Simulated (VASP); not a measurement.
A run of VASP 6.6.1:

File INCAR:

```
  PREC = Accurate
  ENCUT = 520
  EDIFF = 1E-6
  ISMEAR = -1
  SIGMA = 0.05
  LREAL = False
  LASPH = True
  NELM = 80
  ALGO = Normal
  ISIF = 2
  LWAVE = False
  LCHARG = False
  GGA = PS
  NBANDS = 16
```

The input KPOINTS:

```
regular mesh
0
Gamma
  10 10 10
```

Contents of POSCAR:

```
GaSb
1.0
   -2.4889471298      2.4889471298      1.4194263760
    2.4889471298     -2.4889471298      1.4194263760
    2.4889471298      2.4889471298     -1.4194263760
Sb Ga
1 1
Direct
    0.0000000000      0.0000000000      0.0000000000
    0.7500000000      0.2500000000      0.5000000000
```

Potentials or basis: VASP PAW PBE potentials, release 64 (Sb, Ga_d).

The run is started by

```console
$ cat potpaw_PBE.64/Sb/POTCAR potpaw_PBE.64/Ga_d/POTCAR > POTCAR
$ mpirun -np 1 vasp_std > vasp.out
```

Hardware: 1 thread of AMD EPYC 9R14 (Zen 4), on a shared host.

**Question.** How long does it take, and how much memory?

**Answer.** Run time: 52 s on 1 thread of AMD EPYC 9R14 (Zen 4), with other jobs on the host, peak memory 0.17 GiB. Counts: scf iterations 11, k points 102.
